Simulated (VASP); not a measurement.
Wanted: the native input for a VASP 6.6.1 run.

```
Task                   : single point
Functional             : LDA
Potentials or basis    : VASP PAW LDA potentials, release 64 (Hg)
Cutoff                 : 500 eV
k mesh                 : 8 × 8 × 8
Occupations            : fermi-dirac, width 0.1 eV
Spin                   : non-collinear spin, zero start, spin-orbit coupling
Starting moments       : [[0.0, 0.0, 0.0]] μB
Dipole correction      : no
Further INCAR settings : ALGO = Normal; EDIFF = 1e-06; NBANDS = 23
```

The structure of Hg lies in POSCAR:

```
Hg
1.0
   -1.8767364350      1.8767364350      1.9168448550
    1.8767364350     -1.8767364350      1.9168448550
    1.8767364350      1.8767364350     -1.9168448550
Hg
1
Direct
    0.5000000000      0.5000000000      0.0000000000
```

One way to write it, as run:

INCAR

```
ALGO = Normal ; EDIFF = 1E-6
ENCUT = 500 ; GGA = CA
GGA_COMPAT = F ; ISIF = 2
ISMEAR = -1 ; LASPH = T
LCHARG = T ; LORBIT = 11
LORBMOM = T ; LREAL = F
LSORBIT = T ; LVHAR = T
LWAVE = F ; MAGMOM = 0 0 0
NBANDS = 23 ; NELM = 200
PREC = Accurate ; SIGMA = 0.1
```

KPOINTS

```
k-points
0
Gamma
  8 8 8
```

Potentials or basis: VASP PAW LDA potentials, release 64 (Hg).

The run is started by

```sh
$ cat potpaw_LDA.64/Hg/POTCAR > POTCAR
$ mpirun -np 1 vasp_ncl > vasp.out
```

Results of the run:

The pressure is -5.0 GPa. The net moment is 0.00 μB per cell. The valence electrons inside the program's atomic spheres are Hg 10.41.

Caveat: the cell stands under tension.

Wall time 20 s on 1 thread of Intel(R) Xeon(R) 6975P-C (Granite Rapids), on a shared host, peak memory 0.2 GiB.
